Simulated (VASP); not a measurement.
Input of a VASP 6.6.1 run:

The input INCAR:

```
SYSTEM = PbO
PREC = Accurate
ENCUT = 520
EDIFF = 1E-6
ISMEAR = 0
SIGMA = 0.05
LREAL = .FALSE.
LASPH = .TRUE.
NELM = 100
ALGO = Normal
ISIF = 2
LWAVE = .FALSE.
LCHARG = .TRUE.
GGA = PE
LELF = .TRUE.
LVHAR = .TRUE.
NBANDS = 28
```

KPOINTS

```
Automatic mesh
0
G
  8 8 6
  0 0 0
```

POSCAR

```
PbO
1.0
    3.9900000000      0.0000000000      0.0000000000
    0.0000000000      3.9900000000      0.0000000000
    0.0000000000      0.0000000000      5.0100000000
Pb O
2 2
Direct
    0.0000000000      0.5000000000      0.2400000000
    0.5000000000      0.0000000000      0.7600000000
    0.0000000000      0.0000000000      0.0000000000
    0.5000000000      0.5000000000      0.0000000000
```

Potentials or basis: VASP PAW PBE potentials, release 64 (Pb_d, O).

The run is started by

```bash
$ cat potpaw_PBE.64/Pb_d/POTCAR potpaw_PBE.64/O/POTCAR > POTCAR
$ mpirun -np 1 vasp_std > vasp.out
```

Problem. Predict the pressure.

Solution. 3.1 GPa.

Problem. What does it give for the largest force?

Solution. 0.030 eV/Å.

Problem. Predict the band gap on the k mesh.

Solution. 1.16 eV, indirect (least direct gap 2.11 eV).

Forces on the atoms (eV/Å):
```
Pb   0.000  0.000  0.030
Pb   0.000  0.000 -0.030
O    0.000  0.000  0.000
O    0.000  0.000  0.000
```

Caveat: spin-orbit coupling is left out, which moves the levels of the heavy elements. A k mesh can miss the band edges.
